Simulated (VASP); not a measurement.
Pb: single point with PBEsol

Pb:

```
Pb
1.0
     0.00000    3.43900    3.37022
     3.43900    0.00000    3.37022
     3.43900    3.43900    0.00000
Pb
2
Direct
  0.25000 0.25000 0.25000
  0.00000 0.00000 0.00000
```

| Quantity | Value |
| --- | --- |
| Program | VASP 6.6.1 |
| Task | single point |
| Functional | PBEsol |
| Potentials or basis | VASP PAW PBE potentials, release 64 (Pb_d) |
| Cutoff | 520 eV |
| k mesh | 6 × 6 × 6 |
| Occupations | fermi-dirac, width 0.05 eV |
| Spin | no spin polarisation |
| Dipole correction | no |
| Further INCAR settings | ALGO = Fast; EDIFF = 1e-07; NBANDS = 21 |

```json
{
  "Pressure": "1.2 GPa",
  "Band gap on the k mesh": "zero (band 14 reaches 4.72 eV, above the bottom of band 15 at 3.64 eV)"
}
```

Levels at points of the mesh, in eV from the Fermi level:
```csv
k point,band 12,band 13,band 14,band 15,band 16,band 17
"(0.00, 0.00, 0.00)",-3.75,0.46,0.46,0.59,2.46,2.54
"(0.50, 0.00, 0.00)",-7.06,-0.90,-0.74,-0.62,3.60,3.67
"(0.50, 0.50, 0.00)",-8.42,-2.01,-2.01,0.84,0.84,7.42
"(0.50, 0.00, 0.50)",-8.47,-1.91,-1.91,0.94,0.94,7.37
```

It took 22 s on 1 thread of Intel(R) Xeon(R) 6975P-C (Granite Rapids) (shared host), peak memory 0.21 GiB.

Caveat: the PAW data sets were made with another functional, which shifts forces and pressure a little; spin-orbit coupling is left out, which moves the levels of the heavy elements.
